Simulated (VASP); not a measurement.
# Pt: density of states with LDA

Pt:

```
Pt
1.0
     2.57016    0.00000    0.00000
     0.00000    2.57016    0.00000
     0.00000    0.00000    2.57016
Pt
1
Direct
  0.00000 0.00000 0.00000
```

```json
{"Program": "VASP 6.6.1", "Task": "density of states", "Functional": "LDA", "Potentials or basis": "VASP PAW LDA potentials, release 64 (Pt)", "Cutoff": "520 eV", "k mesh": "17 × 17 × 17", "Occupations": "fermi-dirac, width 0.1 eV", "Spin": "no spin polarisation", "Dipole correction": "no", "k mesh for the DOS": "26 × 26 × 26", "Occupations for the DOS": "tetrahedron", "Further INCAR settings": "ALGO = Normal; EDIFF = 1e-06; NBANDS = 11"}
```

```json
{"Valence electrons inside the program's atomic spheres": "Pt 9.35"}
```

Levels at points of the mesh, in eV from the Fermi level:
```csv
k point,band 2,band 3,band 4,band 5,band 6,band 7,band 8,band 9
"(0.00, 0.00, 0.00)",-6.20,-6.20,0.37,0.37,0.37,15.45,15.45,15.45
"(0.50, 0.00, 0.00)",-5.57,-2.02,-2.02,-0.77,0.61,4.81,16.46,19.77
"(0.50, 0.50, 0.00)",-5.04,-1.58,-1.58,2.11,4.47,4.47,10.24,13.84
"(0.50, 0.50, 0.50)",-5.29,-5.29,2.27,2.27,9.75,10.34,10.34,10.34
```

Wall time 70 s on 1 thread of AMD EPYC 7R13, on a shared host, peak memory 0.19 GiB.

Caveat: spin-orbit coupling is left out, which moves the levels of the heavy elements.
